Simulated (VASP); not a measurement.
# SnTe in VASP: a series of runs

The runs below take SnTe through single point, with LDA.

All numbers are computed with VASP 6.6.1; they aren't measurements. Logs are shortened: lines on timing, memory, paths and dates and some standing lists are left out, and cuts for length are marked.

### Step 1. The cell of the first run

Symmetry: Fm-3m, No. 225, cubic system. Conventional cell: a = 6.290 Å, b = 6.290 Å, c = 6.290 Å, α = 90.00°, β = 90.00°, γ = 90.00°. Sn (site symmetry m-3m) has 6 Te at 3.15 Å within 4.1 Å. Within 4.1 Å of Te (site symmetry m-3m) lie 6 Sn at 3.15 Å.

### Step 2. Single point, LDA

Input file INCAR:

```
SYSTEM = SnTe
PREC = Accurate
ENCUT = 500
EDIFF = 1E-6
ISMEAR = 0
SIGMA = 0.01
LREAL = .FALSE.
LASPH = .TRUE.
NELM = 120
ALGO = Normal
ISIF = 2
LWAVE = .FALSE.
LCHARG = .TRUE.
LELF = .TRUE.
LVHAR = .TRUE.
NBANDS = 17
GGA_COMPAT = .FALSE.
```

Input file KPOINTS:

```
regular mesh
0
G
  16 16 16
  0 0 0
```

Input file POSCAR:

```
SnTe
1.0
    0.0000000000      3.1450000000      3.1450000000
    3.1450000000      0.0000000000      3.1450000000
    3.1450000000      3.1450000000      0.0000000000
Sn Te
1 1
Direct
    0.0000000000      0.0000000000      0.0000000000
    0.5000000000      0.5000000000      0.5000000000
```

Potentials or basis: VASP PAW LDA potentials, release 64 (Sn_d, Te).

Launch:

```bash
$ cat potpaw_LDA.64/Sn_d/POTCAR potpaw_LDA.64/Te/POTCAR > POTCAR
$ mpirun -np 1 vasp_std > vasp.out
```

OUTCAR:

```text
SYSTEM = SnTe
   PREC = Accurate
   ENCUT = 500
   EDIFF = 1E-6
   ISMEAR = 0
   LREAL = .FALSE.
   LASPH = .TRUE.
   NELM = 120
   ISIF = 2

 ion  position               nearest neighbor table
   1  0.000  0.000  0.000-   2 3.15   2 3.15   2 3.15   2 3.15   2 3.15   2 3.15
   2  0.500  0.500  0.500-   1 3.15   1 3.15   1 3.15   1 3.15   1 3.15   1 3.15

  LATTYP: Found a face centered cubic cell.
 ALAT       =     6.2900000000

  Lattice vectors:

 A1 = (   0.0000000000,   3.1450000000,   3.1450000000)
 A2 = (   3.1450000000,   0.0000000000,   3.1450000000)
 A3 = (   3.1450000000,   3.1450000000,   0.0000000000)

Analysis of symmetry for initial positions (statically):
=====================================================================
 Subroutine PRICEL returns:
 Original cell was already a primitive cell.

 Routine SETGRP: Setting up the symmetry group for a
 face centered cubic supercell.

 Subroutine GETGRP returns: Found 48 space group operations
 (whereof 48 operations were pure point group operations)
 out of a pool of 48 trial point group operations.

The static configuration has the point symmetry O_h .

Analysis of symmetry for dynamics (positions and initial velocities):
=====================================================================
 Subroutine PRICEL returns:
 Original cell was already a primitive cell.

 Routine SETGRP: Setting up the symmetry group for a
 face centered cubic supercell.

 Subroutine GETGRP returns: Found 48 space group operations
 (whereof 48 operations were pure point group operations)
 out of a pool of 48 trial point group operations.

The dynamic configuration has the point symmetry O_h .

 Subroutine INISYM returns: Found 48 space group operations
 (whereof 48 operations are pure point group operations),
 and found     1 'primitive' translations

----------------------------------------------------------------------------------------

                                     Primitive cell

  volume of cell :      62.2145

  direct lattice vectors                    reciprocal lattice vectors
     0.000000000  3.145000000  3.145000000    -0.158982512  0.158982512  0.158982512
     3.145000000  0.000000000  3.145000000     0.158982512 -0.158982512  0.158982512
     3.145000000  3.145000000  0.000000000     0.158982512  0.158982512 -0.158982512

  length of vectors
     4.447701654  4.447701654  4.447701654     0.275365788  0.275365788  0.275365788

  position of ions in fractional coordinates (direct lattice)
     0.000000000  0.000000000  0.000000000
     0.500000000  0.500000000  0.500000000

  ion indices of the primitive-cell ions
   primitive index   ion index
                 1           1
                 2           2

----------------------------------------------------------------------------------------

 KPOINTS: regular mesh

Automatic generation of k-mesh.
 Grid dimensions read from file:
 generate k-points for:   16   16   16

 Generating k-lattice:

  Cartesian coordinates                     Fractional coordinates (reciprocal lattice)
    -0.009936407  0.009936407  0.009936407     0.062500000  0.000000000  0.000000000
     0.009936407 -0.009936407  0.009936407     0.000000000  0.062500000  0.000000000
     0.009936407  0.009936407 -0.009936407     0.000000000  0.000000000  0.062500000

  Length of vectors
     0.017210362  0.017210362  0.017210362

  Shift w.r.t. Gamma in fractional coordinates (k-lattice)
     0.000000000  0.000000000  0.000000000

 Subroutine IBZKPT returns following result:
 ===========================================

 Found    145 irreducible k-points:

 Following reciprocal coordinates:
            Coordinates               Weight
  0.000000  0.000000  0.000000      1.000000
  0.062500  0.000000  0.000000      8.000000
  0.125000  0.000000  0.000000      8.000000
  0.187500  0.000000  0.000000      8.000000
  0.250000  0.000000  0.000000      8.000000
  0.312500  0.000000  0.000000      8.000000
[... 16 lines left out ...]
 -0.125000  0.062500  0.000000     24.000000
 -0.062500  0.062500  0.000000     12.000000
 [... further k-points ...]
   k-points           NKPTS =    145   k-points in BZ     NKDIM =    145   number of bands    NBANDS=     17
   number of dos      NEDOS =    301   number of ions     NIONS =      2
   total plane-waves  NPLWV =  32768
   dimension x,y,z NGX =    32 NGY =   32 NGZ =   32
   dimension x,y,z NGXF=    64 NGYF=   64 NGZF=   64
   ions per type =               1   1
   NGX,Y,Z   is equivalent  to a cutoff of  11.96, 11.96, 11.96 a.u.
   NGXF,Y,Z  is equivalent  to a cutoff of  23.92, 23.92, 23.92 a.u.
 SYSTEM =  SnTe
   PREC   = accura    normal or accurate (medium, high low for compatibility)
   ISTART =      0    job   : 0-new  1-cont  2-samecut
   ICHARG =      2    charge: 1-file 2-atom 10-const
   ISPIN  =      1    spin polarized calculation?
   LNONCOLLINEAR =      F non collinear calculations
   LSORBIT =      F    spin-orbit coupling
   LASPH  =      T    aspherical Exc in radial PAW
   ENCUT  =  500.0 eV  36.75 Ry    6.06 a.u.   8.11  8.11  8.11*2*pi/ulx,y,z
   NELM   =    120;   NELMIN=  2; NELMDL= -5     # of ELM steps
   EDIFF  = 0.1E-05   stopping-criterion for ELM
   LREAL  =      F    real-space projection
   EDIFFG = 0.1E-04   stopping-criterion for IOM
   NSW    =      0    number of steps for IOM
   IBRION =     -1    ionic relax: 0-MD 1-quasi-New 2-CG
   NFREE  =      0    steps in history (QN), initial steepest desc. (CG)
   ISIF   =      2    stress and relaxation
   ISYM   =      2    0-nonsym 1-usesym 2-fastsym
   POTIM  = 0.5000    time-step for ionic-motion
   TEBEG  =    0.0;   TEEND  =   0.0 temperature during run
   PSTRESS=    0.0 pullay stress
   NELECT =      20.0000    total number of electrons
   NUPDOWN=      -1.0000    fix difference up-down
   EMIN   =  10.00;   EMAX   =-10.00  energy-range for DOS
   EFERMI =   0.00;   METHOD = LEGACY
   ISMEAR =     0;   SIGMA  =   0.01  broadening in eV -4-tet -1-fermi 0-gaus
   EFERMI_NEDOS =   21; number of points for ismear=-14 and -15
   IALGO  =     38    algorithm
   IMIX   =      4    mixing-type and parameters
     AMIX     =   0.40;   BMIX     =  1.00
     AMIX_MAG =   1.60;   BMIX_MAG =  1.00
  volume/ion in A,a.u.               =      31.11       209.92
  Fermi-wavevector in a.u.,A,eV,Ry     =   1.121470  2.119270 17.111967  1.257694
  Thomas-Fermi vector in A             =   2.258123
   LORBIT       =      0    0 simple, 1 ext, 2 COOP (PROOUT), +10 PAW based schemes
   GGA     = CA    functional components
   LHFCALC =     F    Hartree Fock is set to
   AEXX    =    0.0000 exact exchange contribution
   IVDW    =     0    specifies the selected vdW correction
   LEPSILON=     F    determine dielectric tensor
   LRPA    =     F    only Hartree local field effects (RPA)
 non-spin polarized calculation
 Gauss-broadening in eV      SIGMA  =   0.01
  energy-cutoff  :      500.00
  volume of cell :       62.21
 maximum number of plane-waves:      1604
   NGX = 17   NGY = 17   NGZ = 17

 number of electron      20.0000011 magnetization

 Free energy of the ion-electron system (eV)
  ---------------------------------------------------
  ext. energy  EPLUGINS =         0.00000000
  ---------------------------------------------------
  free energy    TOTEN  =        -8.82707994 eV

  energy without entropy =       -8.82707994  energy(sigma->0) =       -8.82707994

 E-fermi :   6.8296     XC(G=0):  -9.7631

 val. band max:        6.7526502394   @ k =   0.5000   0.0000   0.0000
 cond. band min:       6.8876618900   @ k =   0.5000   0.0000   0.0000
 fundamental gap:      0.1350116507
 Fermi energy:         6.8295969045

 k-point     1 :       0.0000    0.0000    0.0000
  band No.  band energies     occupation
      1     -14.9838      2.00000
      2     -14.9838      2.00000
      3     -14.9744      2.00000
      4     -14.9744      2.00000
      5     -14.9744      2.00000
      6      -6.0515      2.00000
[... 9 lines left out ...]
     16      11.5741      0.00000
     17      13.5543      0.00000

 k-point     2 :       0.0625    0.0000    0.0000
  band No.  band energies     occupation
      1     -14.9839      2.00000
      2     -14.9839      2.00000
      3     -14.9743      2.00000
      4     -14.9742      2.00000
      5     -14.9742      2.00000
      6      -6.0180      2.00000
[... 9 lines left out ...]
     16      11.6578      0.00000
     17      13.8694      0.00000

 k-point     3 :       0.1250    0.0000    0.0000
  band No.  band energies     occupation
      1     -14.9844      2.00000
      2     -14.9844      2.00000
      3     -14.9742      2.00000
      4     -14.9735      2.00000
      5     -14.9735      2.00000
      6      -5.9189      2.00000
[... 9 lines left out ...]
     16      11.8949      0.00000
     17      14.6573      0.00000

 k-point     4 :       0.1875    0.0000    0.0000
  band No.  band energies     occupation
      1     -14.9852      2.00000
      2     -14.9852      2.00000
      3     -14.9739      2.00000
      4     -14.9724      2.00000
      5     -14.9724      2.00000
      6      -5.7584      2.00000
[... 9 lines left out ...]
     16      12.2725      0.00000
     17      15.5727      0.00000

 k-point     5 :       0.2500    0.0000    0.0000
  band No.  band energies     occupation
      1     -14.9862      2.00000
      2     -14.9862      2.00000
      3     -14.9736      2.00000
      4     -14.9711      2.00000
      5     -14.9711      2.00000
      6      -5.5454      2.00000
[... 9 lines left out ...]
     16      12.7824      0.00000
     17      16.6265      0.00000

 k-point     6 :       0.3125    0.0000    0.0000
  band No.  band energies     occupation
      1     -14.9873      2.00000
      2     -14.9873      2.00000
      3     -14.9733      2.00000
      4     -14.9697      2.00000
      5     -14.9697      2.00000
      6      -5.2963      2.00000
[... 9 lines left out ...]
     16      13.4149      0.00000
     17      17.5604      0.00000

 k-point     7 :       0.3750    0.0000    0.0000
  band No.  band energies     occupation
      1     -14.9882      2.00000
      2     -14.9882      2.00000
      3     -14.9730      2.00000
      4     -14.9684      2.00000
      5     -14.9684      2.00000
      6      -5.0422      2.00000
[... 9 lines left out ...]
     16      14.1579      0.00000
     17      17.0620      0.00000

 k-point     8 :       0.4375    0.0000    0.0000
  band No.  band energies     occupation
      1     -14.9889      2.00000
      2     -14.9889      2.00000
      3     -14.9728      2.00000
      4     -14.9676      2.00000
      5     -14.9676      2.00000
      6      -4.8374      2.00000
[... 9 lines left out ...]
     16      14.9881      0.00000
     17      16.1763      0.00000
[... 203 lines left out ...]
      1     -14.9887      2.00000
      2     -14.9884      2.00000
      3     -14.9728      2.00000
      4     -14.9683      2.00000
      5     -14.9679      2.00000
      6      -4.9440      2.00000
[... 9 lines left out ...]
     16      15.2010      0.00000
     17      16.2884      0.00000

 k-point    20 :      -0.3125    0.0625    0.0000
  band No.  band energies     occupation
      1     -14.9881      2.00000
      2     -14.9873      2.00000
      3     -14.9731      2.00000
      4     -14.9695      2.00000
      5     -14.9688      2.00000
      6      -5.1863      2.00000
[... 9 lines left out ...]
     16      14.3817      0.00000
     17      16.9416      0.00000

 k-point    21 :      -0.2500    0.0625    0.0000
  band No.  band energies     occupation
      1     -14.9872      2.00000
      2     -14.9861      2.00000
      3     -14.9735      2.00000
      4     -14.9709      2.00000
      5     -14.9700      2.00000
      6      -5.4391      2.00000
[... 9 lines left out ...]
     16      13.6432      0.00000
     17      16.1004      0.00000

 k-point    22 :      -0.1875    0.0625    0.0000
  band No.  band energies     occupation
      1     -14.9862      2.00000
      2     -14.9850      2.00000
      3     -14.9739      2.00000
      4     -14.9722      2.00000
      5     -14.9714      2.00000
      6      -5.6649      2.00000
[... 9 lines left out ...]
     16      13.0014      0.00000
     17      15.1412      0.00000

 k-point    23 :      -0.1250    0.0625    0.0000
  band No.  band energies     occupation
      1     -14.9853      2.00000
      2     -14.9842      2.00000
      3     -14.9742      2.00000
      4     -14.9733      2.00000
      5     -14.9726      2.00000
      6      -5.8431      2.00000
[... 9 lines left out ...]
     16      12.4599      0.00000
     17      14.3806      0.00000

 k-point    24 :      -0.0625    0.0625    0.0000
  band No.  band energies     occupation
      1     -14.9845      2.00000
      2     -14.9838      2.00000
      3     -14.9743      2.00000
      4     -14.9739      2.00000
      5     -14.9736      2.00000
      6      -5.9627      2.00000
[... 9 lines left out ...]
     16      12.0101      0.00000
     17      13.9806      0.00000

 [... further k-points ...]

------------------------ aborting loop because EDIFF is reached ----------------------------------------

  FORCE on cell =-STRESS in cart. coord.  units (eV):
  Direction    XX          YY          ZZ          XY          YZ          ZX
  --------------------------------------------------------------------------------------
  -------------------------------------------------------------------------------------
  Total       -0.4679381     -0.4679381     -0.4679381      0.0000000      0.0000000      0.0000000
  in kB      -12.0505549    -12.0505549    -12.0505549      0.0000000      0.0000000      0.0000000
  external PRESSURE =     -12.0505549 kB  Pullay stress =       0.0000000 kB

 VOLUME and BASIS-vectors are now :
 -----------------------------------------------------------------------------
  energy-cutoff  :      500.00
  volume of cell :       62.21
      direct lattice vectors                 reciprocal lattice vectors
     0.000000000  3.145000000  3.145000000    -0.158982512  0.158982512  0.158982512
     3.145000000  0.000000000  3.145000000     0.158982512 -0.158982512  0.158982512
     3.145000000  3.145000000  0.000000000     0.158982512  0.158982512 -0.158982512

 POSITION                                       TOTAL-FORCE (eV/Angst)
 -----------------------------------------------------------------------------------
      0.00000      0.00000      0.00000        -0.000000      0.000000     -0.000000
      3.14500      3.14500      3.14500         0.000000     -0.000000      0.000000
 -----------------------------------------------------------------------------------
    total drift:                                0.000000     -0.000000     -0.000000

  FREE ENERGIE OF THE ION-ELECTRON SYSTEM (eV)
  ---------------------------------------------------
  free  energy   TOTEN  =        -8.8270799414 eV

  energy  without entropy=       -8.8270799414  energy(sigma->0) =       -8.82707994
```

It took 2.9 min on 1 thread of Oxide Virtual Turin-like, shared host; peak memory 0.24 GiB.

Results:

```yaml
Free_energy: -8.8271 eV
Pressure: -1.2 GPa
Band_gap_on_the_k_mesh: 0.14 eV
```

Caveat: semilocal functionals underestimate gaps, and a narrow one can read as zero; spin-orbit coupling is left out, which moves the levels of the heavy elements.

### Step 3. Single point, LDA

This run uses another cell than the first one, of 30.31 Å³/atom.

Input file INCAR:

```
ALGO     = Normal         # electronic algorithm
EDIFF    = 1E-6           # SCF threshold, eV
ENCUT    = 500            # plane-wave cutoff, eV
GGA_COMPAT= False        
ISIF     = 2              # what is computed and relaxed
ISMEAR   = 0              # smearing method
LASPH    = True           # aspherical terms in the spheres
LCHARG   = False          # write CHGCAR
LREAL    = False          # projectors in reciprocal space
LWAVE    = False          # write WAVECAR
NBANDS   = 17             # bands
NELM     = 120            # most SCF steps
PREC     = Accurate       # precision mode
SIGMA    = 0.01           # smearing width, eV
```

Input file KPOINTS:

```
k-points
0
Gamma
  16 16 16
```

Input file POSCAR:

```
SnTe
1.0
   -0.0000475186      3.1178391774      3.1178391774
    3.1178391774     -0.0000475186      3.1178391774
    3.1178391774      3.1178391774     -0.0000475186
Sn Te
1 1
Direct
    0.0045844266      0.0045844266      0.0045844266
    0.5045944330      0.5045944330      0.5045944330
```

Potentials or basis: VASP PAW LDA potentials, release 64 (Sn_d, Te).

Launch:

```bash
$ cat potpaw_LDA.64/Sn_d/POTCAR potpaw_LDA.64/Te/POTCAR > POTCAR
$ mpirun -np 1 vasp_std > vasp.out
```

Wall time 9.3 min (1 thread of Oxide Virtual Turin-like, shared host); peak memory 0.46 GiB.

The run converged. Its results:

```yaml
Free_energy: -8.8325 eV
Pressure: 0.0 GPa
Band_gap_on_the_k_mesh: 0.21 eV
```

Levels at points of the mesh, in eV from the valence-band top:
```
           k point  band 7  band 8  band 9  band 10  band 11  band 12  band 13  band 14
(0.00, 0.00, 0.00)   -4.59   -2.14   -2.14    -2.14     3.42     3.42     3.42     4.79
(0.50, 0.00, 0.00)   -8.48   -1.78   -1.78     0.00     0.21     0.36     0.36     7.88
(0.50, 0.50, 0.50)   -8.48   -1.78   -1.78     0.00     0.21     0.36     0.36     7.88
(0.50, 0.50, 0.00)   -6.51   -5.72   -3.81    -3.81     2.12     5.08     5.08     6.61
```

Caveat: semilocal functionals underestimate gaps, and a narrow one can read as zero; spin-orbit coupling is left out, which moves the levels of the heavy elements. A k mesh can miss the band edges.

### Step 4. Single point, LDA

Input file INCAR:

```
ALGO = Normal
EDIFF = 1E-6
ENCUT = 500
GGA = CA
GGA_COMPAT = F
ISIF = 2
ISMEAR = 0
LASPH = T
LCHARG = T
LELF = T
LREAL = F
LVHAR = T
LWAVE = F
NBANDS = 17
NELM = 120
PREC = Accurate
SIGMA = 0.01
```

KPOINTS is that of step 3.

Input file POSCAR:

```
SnTe
1.0
    0.0000000000      3.1450000000      3.1450000000
    3.1450000000      0.0000000000      3.1450000000
    3.1450000000      3.1450000000      0.0000000000
Sn Te
1 1
Direct
    0.0027536579      0.0027536579      0.0027536579
    0.5000000000      0.5000000000      0.5000000000
```

Launch:

```bash
$ cat potpaw_LDA.64/Sn_d/POTCAR potpaw_LDA.64/Te/POTCAR > POTCAR
$ mpirun -np 1 vasp_std > vasp.out
```

Run time: 5.8 min. Hardware: 1 thread of Oxide Virtual Turin-like, shared host; peak memory 0.47 GiB.

It converged, with:

| Property | Result |
| --- | --- |
| Free energy | -8.8271 eV |
| Pressure | -1.2 GPa |
| Band gap on the k mesh | 0.14 eV |

Levels at points of the mesh, in eV from the valence-band top:
| k point | band 8 | band 9 | band 10 | band 11 | band 12 | band 13 |
| --- | --- | --- | --- | --- | --- | --- |
| (0.00, 0.00, 0.00) | -2.08 | -2.08 | -2.08 | 3.35 | 3.35 | 3.35 |
| (0.50, 0.00, 0.00) | -1.73 | -1.73 | 0.00 | 0.14 | 0.39 | 0.39 |
| (0.50, 0.50, 0.50) | -1.73 | -1.73 | -0.03 | 0.17 | 0.39 | 0.39 |
| (0.50, 0.50, 0.00) | -5.54 | -3.70 | -3.69 | 2.21 | 4.94 | 4.94 |

Caveat: semilocal functionals underestimate gaps, and a narrow one can read as zero; spin-orbit coupling is left out, which moves the levels of the heavy elements.

### Step 5. The runs side by side

| cell | gap on the mesh (eV) | pressure (GPa) |
| --- | --- | --- |
| a = 4.448 Å, angles 60.0°, 2 atoms, atomic positions A | 0.14 | -1.2 |
| a = 4.409 Å, angles 60.0°, 2 atoms, atomic positions A | 0.21 | 0.0 |
| a = 4.448 Å, angles 60.0°, 2 atoms, atomic positions B | 0.14 | -1.2 |

Alike in all rows: task single point; level LDA; potentials or basis VASP PAW LDA potentials, release 64 (Sn_d, Te); no spin polarisation; k mesh 16 × 16 × 16; cutoff (eV) 500; smearing gaussian 0.01 eV.

Caveats: semilocal functionals underestimate gaps, and a narrow one can read as zero; spin-orbit coupling is left out, which moves the levels of the heavy elements.

Absolute energies hang on the potentials; compare differences alone.
